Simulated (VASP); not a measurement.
Here is a VASP 6.6.1 calculation.

File INCAR:

```
ALGO = Normal ; EDIFF = 1E-6
ENCUT = 520 ; GGA = PE
ISIF = 2 ; ISMEAR = 0
LASPH = True ; LCHARG = False
LREAL = Auto ; LWAVE = False
NBANDS = 80 ; NELECT = 128.0
NELM = 60 ; PREC = Accurate
SIGMA = 0.05
```

The input KPOINTS:

```
k-points
0
Gamma
  4 4 4
```

Contents of POSCAR:

```
Li4Nb4O11
1.0
    5.2231019317      0.0000000000      0.0000000000
    0.0000000000      3.0155593063     -4.5984613597
    0.0000000000      6.0311186126      4.5984613597
Li Nb O
4 4 11
Direct
    0.0000000000      0.5000000000      0.2500000000
    0.5000000000      0.0000000000      0.7500000000
    0.0000000000      0.5000000000      0.7500000000
    0.5000000000      0.0000000000      0.2500000000
    0.5000000000      0.5000000000      0.5000000000
    0.0000000000      0.0000000000      0.0000000000
    0.0000000000      0.0000000000      0.5000000000
    0.5000000000      0.5000000000      0.0000000000
    0.8803293659      0.0000000000      0.2500000000
    0.3803293659      0.5000000000      0.7500000000
    0.8098353170      0.6901646830      0.9401646830
    0.8098353170      0.3098353170      0.5598353170
    0.3098353170      0.8098353170      0.0598353170
    0.1196706341      0.0000000000      0.7500000000
    0.6196706341      0.5000000000      0.2500000000
    0.6901646830      0.8098353170      0.5598353170
    0.1901646830      0.3098353170      0.0598353170
    0.1791496879      1.2183828377      0.4401646830
    0.6901646830      0.1901646830      0.9401646830
```

Potentials or basis: VASP PAW PBE potentials, release 64 (Li_sv, Nb_sv, O).

Run with:

```bash
$ cat potpaw_PBE.64/Li_sv/POTCAR potpaw_PBE.64/Nb_sv/POTCAR potpaw_PBE.64/O/POTCAR > POTCAR
$ mpirun -np 1 vasp_std > vasp.out
```

Q: Predict the largest force.

A: 14.153 eV/Å.

Forces on the atoms (eV/Å):
```
Li  -0.439 -1.214 -0.194
Li   0.114  0.568  0.411
Li  -0.209  0.600  0.565
Li   0.354 -0.713 -0.568
Nb   5.031  1.224  2.106
Nb  -0.447  0.108  0.013
Nb  -6.432 -0.176  5.932
Nb   0.228 -0.481 -0.195
O   -0.301 -0.302  1.542
O   -0.256 -2.203 -1.750
O   -0.274 -0.022  0.155
O   -4.020  0.949 -1.049
O    0.051  0.276  0.409
O    0.290 -1.797 -0.530
O   -1.138  1.872  1.589
O   -2.961 -1.552  1.192
O    0.166  0.219  0.030
O   10.206  2.454 -9.494
O    0.037  0.191 -0.165
```

Caveat: the cell carries a net charge on a neutralising background, which shifts energy and pressure; the cell differs from its parent crystal (atom 18 moved 1.000 of the way to it and -0.700 Å across, host rigid).
